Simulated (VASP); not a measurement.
Wanted: the native input for a VASP 6.6.1 run.

```yaml
Task: single point
Functional: PBE
Potentials_or_basis: VASP PAW PBE potentials, release 64 (Si)
Cutoff: 520 eV
k_mesh: 10 × 10 × 4
Occupations: gaussian, width 0.05 eV
Spin: no spin polarisation
Dipole_correction: no
Further_INCAR_settings: ALGO = Normal; EDIFF = 1e-06; NBANDS = 26
```

The structure of Si lies in POSCAR:

```
Si
1.0
    0.0000000000      0.0000000000      3.8608359371
    3.3455832253     -3.3455832253     -1.9304179686
    6.6911664507      6.6911664507      0.0000000000
Si
8
Direct
   -0.0350820095      0.0000000000      0.1786105076
    0.4810004574      0.0000000000      0.6786105076
    0.4810004574      0.0000000000      0.3213894924
   -0.0350820095      0.0000000000      0.8213894924
    0.7601592293      0.6427789847      0.0000000000
    0.4367013075      0.6427789847      0.5000000000
    0.1173802446      0.3572210153      0.0000000000
    0.7939223228      0.3572210153      0.5000000000
```

This cell differs from its parent crystal: atoms displaced along several vibrational modes.

One way to write it, as run:

INCAR

```
  ALGO = Normal
  EDIFF = 1E-6
  ENCUT = 520
  GGA = PE
  ISIF = 2
  ISMEAR = 0
  LASPH = T
  LCHARG = F
  LREAL = F
  LWAVE = F
  NBANDS = 26
  NELM = 100
  PREC = Accurate
  SIGMA = 0.05
```

KPOINTS

```
k-points
0
Gamma
  10 10 4
```

Potentials or basis: VASP PAW PBE potentials, release 64 (Si).

Run with:

```console
$ cat potpaw_PBE.64/Si/POTCAR > POTCAR
$ mpirun -np 1 vasp_std > vasp.out
```

It gave:

- Pressure: -0.9 GPa
- Largest force: 0.979 eV/Å
- Band gap on the k mesh: zero (bands 16 and 17 overlap by 0.26 eV)

Caveat: the cell differs from its parent crystal (atoms displaced along several vibrational modes); semilocal functionals underestimate gaps, and a narrow one can read as zero.

It took 7.4 min on 1 thread of Intel Xeon 8259CL (shared host), peak memory 0.45 GiB.
